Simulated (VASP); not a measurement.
Input of a VASP 6.6.1 run:

File INCAR:

```
SYSTEM = In
ALGO     = Normal         ! electronic algorithm
EDIFF    = 1E-6           ! SCF threshold, eV
ENCUT    = 520            ! plane-wave cutoff, eV
GGA      = PE             ! functional
ISIF     = 2              ! what is computed and relaxed
ISMEAR   = -1             ! smearing method
LASPH    = .TRUE.         ! aspherical terms in the spheres
LCHARG   = .TRUE.         ! write CHGCAR
LELF     = .TRUE.         ! ELF
LREAL    = .FALSE.        ! projectors in reciprocal space
LVHAR    = .TRUE.       
LWAVE    = .FALSE.        ! write WAVECAR
NBANDS   = 12             ! bands
NELM     = 80             ! most SCF steps
PREC     = Accurate       ! precision mode
SIGMA    = 0.05           ! smearing width, eV
```

File KPOINTS:

```
k-points
0
G
  15 15 15
  0 0 0
```

The input POSCAR:

```
In
1.0
   -1.9073171027      1.9073171027      1.9073171027
    1.9073171027     -1.9073171027      1.9073171027
    1.9073171027      1.9073171027     -1.9073171027
In
1
Direct
    0.0000000000      0.0000000000      0.0000000000
```

Potentials or basis: VASP PAW PBE potentials, release 64 (In_d).

Command:

```sh
$ cat potpaw_PBE.64/In_d/POTCAR > POTCAR
$ mpirun -np 1 vasp_std > vasp.out
```

**Question.** What does it give for the pressure?

**Answer.** 0.0 GPa.
